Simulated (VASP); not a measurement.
# Ba2HgW2 (Immm) in VASP: single point with PBE

Aim: the single point of Ba2HgW2 with PBE.

All numbers are computed with VASP 6.6.1; they aren't measurements. Logs are shortened: lines on timing, memory, paths and dates and some standing lists are left out, and cuts for length are marked.

## Step 1: The cell of the first run

It takes space group Immm (No. 71, orthorhombic). Conventional cell: a = 6.128 Å, b = 6.439 Å, c = 8.270 Å, α = 90.00°, β = 90.00°, γ = 90.00°. Within 4.5 Å of Ba (site symmetry mmm) lie 2 Ba at 3.06 Å and 8 W at 3.39 to 4.33 Å and 6 Hg at 4.14 to 4.44 Å. Within 4.0 Å of Ba (site symmetry mmm) lie 2 W at 3.06 Å and 2 Ba at 3.06 Å and 2 Hg at 3.22 Å. Hg (site symmetry mmm) has 4 Ba at 3.22 to 4.14 Å and 4 W at 3.25 Å within 4.2 Å. W (site symmetry mm2) has 1 W at 2.15 Å within 2.8 Å.

The cell was generated, and may not be a known phase.

## Step 2: Single point, PBE

Input file INCAR:

```
SYSTEM = Ba2HgW2
PREC = Accurate
ENCUT = 520
EDIFF = 1E-6
ISMEAR = 0
SIGMA = 0.2
LREAL = .False.
LASPH = .True.
NELM = 100
ALGO = Fast
ISIF = 2
LWAVE = .False.
LCHARG = .False.
GGA = PE
NBANDS = 38
```

Input file KPOINTS:

```
Automatic mesh
0
Gamma
  4 4 4
  0 0 0
```

Input file POSCAR:

```
Ba2HgW2
1.0
   -3.2193138287      3.0640079838      4.1350704401
    3.2193138287     -3.0640079838      4.1350704401
    3.2193138287      3.0640079838     -4.1350704401
Ba Hg W
2 1 2
Direct
    0.0000000000      0.0000000000      0.0000000000
    0.5000000000      0.0000000000      0.5000000000
    0.5000000000      0.5000000000      0.0000000000
    0.8702786643      0.3702786643      0.5000000000
    0.1297213357      0.6297213357      0.5000000000
```

Potentials or basis: VASP PAW PBE potentials, release 64 (Ba_sv, Hg, W_sv).

Command:

```sh
> cat potpaw_PBE.64/Ba_sv/POTCAR potpaw_PBE.64/Hg/POTCAR potpaw_PBE.64/W_sv/POTCAR > POTCAR
> mpirun -np 1 vasp_std > vasp.out
```

OUTCAR:

```text
SYSTEM = Ba2HgW2
   PREC = Accurate
   ENCUT = 520
   EDIFF = 1E-6
   ISMEAR = 0
   LREAL = .False.
   LASPH = .True.
   NELM = 100
   ISIF = 2
   GGA = PE

 ion  position               nearest neighbor table
   1  0.000  0.000  0.000-   2 3.06   2 3.06   4 3.39   5 3.39   4 3.39   5 3.39   3 4.14   3 4.14

   2  0.500  0.000  0.500-   4 3.06   5 3.06   1 3.06   1 3.06   3 3.22   3 3.22
   3  0.500  0.500  0.000-   2 3.22   2 3.22   4 3.25   5 3.25   5 3.25   4 3.25   1 4.14   1 4.14

   4  0.870  0.370  0.500-   5 2.15   2 3.06   3 3.25   3 3.25   1 3.39   1 3.39
   5  0.130  0.630  0.500-   4 2.15   2 3.06   3 3.25   3 3.25   1 3.39   1 3.39

  LATTYP: Found a body centered orthorhombic cell.
 ALAT       =     6.1280159676
 B/A-ratio  =     1.0506871541
 C/A-ratio  =     1.3495625540

  Lattice vectors:

 A1 = (   3.2193138287,  -3.0640079838,  -4.1350704401)
 A2 = (  -3.2193138287,   3.0640079838,  -4.1350704401)
 A3 = (   3.2193138287,   3.0640079838,   4.1350704401)

Analysis of symmetry for initial positions (statically):
=====================================================================
 Subroutine PRICEL returns:
 Original cell was already a primitive cell.

 Routine SETGRP: Setting up the symmetry group for a
 body centered orthorhombic supercell.

 Subroutine GETGRP returns: Found  8 space group operations
 (whereof  8 operations were pure point group operations)
 out of a pool of  8 trial point group operations.

The static configuration has the point symmetry D_2h.

Analysis of symmetry for dynamics (positions and initial velocities):
=====================================================================
 Subroutine PRICEL returns:
 Original cell was already a primitive cell.

 Routine SETGRP: Setting up the symmetry group for a
 body centered orthorhombic supercell.

 Subroutine GETGRP returns: Found  8 space group operations
 (whereof  8 operations were pure point group operations)
 out of a pool of  8 trial point group operations.

The dynamic configuration has the point symmetry D_2h.

 Subroutine INISYM returns: Found  8 space group operations
 (whereof  8 operations are pure point group operations),
 and found     1 'primitive' translations

----------------------------------------------------------------------------------------
[... 91 lines left out ...]
   NELM   =    100;   NELMIN=  2; NELMDL= -5     # of ELM steps
   EDIFF  = 0.1E-05   stopping-criterion for ELM
   LREAL  =      F    real-space projection
   EDIFFG = 0.1E-04   stopping-criterion for IOM
   NSW    =      0    number of steps for IOM
   IBRION =     -1    ionic relax: 0-MD 1-quasi-New 2-CG
   NFREE  =      0    steps in history (QN), initial steepest desc. (CG)
   ISIF   =      2    stress and relaxation
   ISYM   =      2    0-nonsym 1-usesym 2-fastsym
   POTIM  = 0.5000    time-step for ionic-motion
   TEBEG  =    0.0;   TEEND  =   0.0 temperature during run
   PSTRESS=    0.0 pullay stress
   NELECT =      60.0000    total number of electrons
   NUPDOWN=      -1.0000    fix difference up-down
   EMIN   =  10.00;   EMAX   =-10.00  energy-range for DOS
   EFERMI =   0.00;   METHOD = LEGACY
   ISMEAR =     0;   SIGMA  =   0.20  broadening in eV -4-tet -1-fermi 0-gaus
   EFERMI_NEDOS =   21; number of points for ismear=-14 and -15
   IALGO  =     68    algorithm
   IMIX   =      4    mixing-type and parameters
     AMIX     =   0.40;   BMIX     =  1.00
     AMIX_MAG =   1.60;   BMIX_MAG =  1.00
  volume/ion in A,a.u.               =      32.63       220.20
  Fermi-wavevector in a.u.,A,eV,Ry     =   1.172897  2.216454 18.717363  1.375687
  Thomas-Fermi vector in A             =   2.309318
   LORBIT       =      0    0 simple, 1 ext, 2 COOP (PROOUT), +10 PAW based schemes
   GGA     = PE    functional components
   LHFCALC =     F    Hartree Fock is set to
   AEXX    =    0.0000 exact exchange contribution
   IVDW    =     0    specifies the selected vdW correction
   LEPSILON=     F    determine dielectric tensor
   LRPA    =     F    only Hartree local field effects (RPA)
 non-spin polarized calculation
 RMM-DIIS sequential band-by-band and
 Gauss-broadening in eV      SIGMA  =   0.20
  energy-cutoff  :      520.00
  volume of cell :      163.15
 maximum number of plane-waves:      4431
 NGX is ok and might be reduce to    48
   NGX = 23   NGY = 23   NGZ = 23

 number of electron      59.9999997 magnetization

 Free energy of the ion-electron system (eV)
  ---------------------------------------------------
  ext. energy  EPLUGINS =         0.00000000
  ---------------------------------------------------
  free energy    TOTEN  =       -22.07103237 eV

  energy without entropy =      -21.98770364  energy(sigma->0) =      -22.02936801

 E-fermi :   3.6179     XC(G=0):  -9.5687

 val. band max:        3.5535978389   @ k =  -0.2500   0.2500   0.2500
 cond. band min:       3.6222462811   @ k =  -0.2500  -0.2500   0.2500
 fundamental gap:      0.0686484422
 Fermi energy:         3.6178877120

 k-point     1 :       0.0000    0.0000    0.0000
  band No.  band energies     occupation
      1     -70.5745      2.00000
      2     -70.1448      2.00000
      3     -36.1695      2.00000
      4     -34.8572      2.00000
      5     -34.7335      2.00000
      6     -34.4363      2.00000
[... 727 lines left out ...]
     37       4.9335      0.00000
     38       6.2669      0.00000

------------------------ aborting loop because EDIFF is reached ----------------------------------------

  FORCE on cell =-STRESS in cart. coord.  units (eV):
  Direction    XX          YY          ZZ          XY          YZ          ZX
  --------------------------------------------------------------------------------------
  -------------------------------------------------------------------------------------
  Total        1.4370168      1.2113599      2.7248871      0.0000000      0.0000000      0.0000000
  in kB       14.1116018     11.8956358     26.7585751      0.0000000      0.0000000      0.0000000
  external PRESSURE =      17.5886042 kB  Pullay stress =       0.0000000 kB

 VOLUME and BASIS-vectors are now :
 -----------------------------------------------------------------------------
  energy-cutoff  :      520.00
  volume of cell :      163.15
      direct lattice vectors                 reciprocal lattice vectors
    -3.219313829  3.064007984  4.135070440     0.000000000  0.163184953  0.120916924
     3.219313829 -3.064007984  4.135070440     0.155312600  0.000000000  0.120916924
     3.219313829  3.064007984 -4.135070440     0.155312600  0.163184953  0.000000000

 POSITION                                       TOTAL-FORCE (eV/Angst)
 -----------------------------------------------------------------------------------
      0.00000      0.00000      0.00000        -0.000000      0.000000      0.000000
      0.00000      3.06401      0.00000        -0.000000      0.000000      0.000000
      0.00000      0.00000      4.13507        -0.000000      0.000000      0.000000
      0.00000      3.06401      3.06226         0.000000     -0.000000     -0.524670
      3.21931      0.00000      1.07281        -0.000000      0.000000      0.524670
 -----------------------------------------------------------------------------------
    total drift:                               -0.000000     -0.000000      0.000000

  FREE ENERGIE OF THE ION-ELECTRON SYSTEM (eV)
  ---------------------------------------------------
  free  energy   TOTEN  =       -22.0710323743 eV

  energy  without entropy=      -21.9877036413  energy(sigma->0) =      -22.02936801
```

OSZICAR:

```text
N       E                     dE             d eps       ncg     rms          rms(c)
DAV:   1     0.617670054213E+03    0.61767E+03   -0.31837E+04  1504   0.151E+03
DAV:   2     0.187811018949E+02   -0.59889E+03   -0.57925E+03  1566   0.418E+02
DAV:   3    -0.227814801389E+02   -0.41563E+02   -0.40327E+02  1888   0.101E+02
DAV:   4    -0.243076405351E+02   -0.15262E+01   -0.14866E+01  1994   0.162E+01
[... 35 lines left out ...]
RMM:  40    -0.220710284761E+02   -0.10870E-05   -0.12410E-05   588   0.410E-03    0.311E-03
RMM:  41    -0.220710296197E+02   -0.11436E-05   -0.12711E-05   500   0.386E-03    0.317E-03
RMM:  42    -0.220710305914E+02   -0.97179E-06   -0.10485E-05   490   0.365E-03    0.338E-03
RMM:  43    -0.220710315973E+02   -0.10058E-05   -0.11130E-05   474   0.354E-03    0.348E-03
RMM:  44    -0.220710323743E+02   -0.77708E-06   -0.91084E-06   477   0.346E-03
   1 F= -.22071032E+02 E0= -.22029368E+02  d E =-.833287E-01
```

stdout:

```text
POSCAR found type information on POSCAR BaHgW
 POSCAR found :  3 types and       5 ions
 scaLAPACK will be used
 LDA part: xc-table for (Slater+PW92), standard interpolation
 POSCAR, INCAR and KPOINTS ok, starting setup
 FFT: planning ... GRIDC
 FFT: planning ... GRID_SOFT
 FFT: planning ... GRID
 WAVECAR not read
 entering main loop
WARNING in EDDRMM: call to ZHEGV failed, returncode =   6  3     35
WARNING in EDDRMM: call to ZHEGV failed, returncode =   8  4     34
WARNING in EDDRMM: call to ZHEGV failed, returncode =   6  3     31
WARNING in EDDRMM: call to ZHEGV failed, returncode =   6  3     38
WARNING in EDDRMM: call to ZHEGV failed, returncode =   8  4     37
WARNING in EDDRMM: call to ZHEGV failed, returncode =   6  3     33
WARNING in EDDRMM: call to ZHEGV failed, returncode =   8  4     38
```

Run time: 11 min. Hardware: 1 thread of Oxide Virtual Turin-like, shared host; peak memory 0.36 GiB.

Results:

- Free energy: -22.0710 eV
- Pressure: 1.8 GPa
- Largest force: 0.525 eV/Å
- Band gap on the k mesh: zero (bands 30 and 31 overlap by 0.46 eV)

Forces in eV/Å, atoms in the order of the input:
```
Ba   0.000  0.000  0.000
Ba   0.000  0.000  0.000
Hg   0.000  0.000  0.000
W    0.000  0.000 -0.525
W    0.000  0.000  0.525
```

Caveat: spin-orbit coupling is left out, which moves the levels of the heavy elements.

The gap in the log of VASP goes by the Fermi energy; the results here count the filled bands.